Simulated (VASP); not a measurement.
NaF:

```
Na F
1.0
     0.00000    2.34112    2.34112
     2.34112    0.00000    2.34112
     2.34112    2.34112    0.00000
Na F
1 1
Direct
  0.00000 0.00000 0.00000
  0.50000 0.50000 0.50000
```

This cell differs from its parent crystal: strain +1.9%.

Program: VASP 6.6.1. Alike in all runs: task single point; potentials or basis VASP PAW PBE potentials, release 64 (Na_pv, F); no spin polarisation; cell as given; cutoff (eV) 520.

Order these runs on this cell by their band gap on the k mesh, lowest first.
A. level PBE; k mesh 10 × 10 × 10; smearing fermi-dirac 0.02 eV
B. level r2SCAN; k mesh 10 × 10 × 10; smearing gaussian 0.01 eV
C. level HSE06; k mesh 6 × 6 × 6; smearing gaussian 0.01 eV; grid for exact exchange (PRECFOCK) Normal; share of exact exchange 0.25; screening parameter 0.2079 1/Å

A (6.13 eV), B (7.00 eV), C (8.27 eV).

Caveats: the cell stands under tension (at least some runs).

A k mesh can miss the band edges.
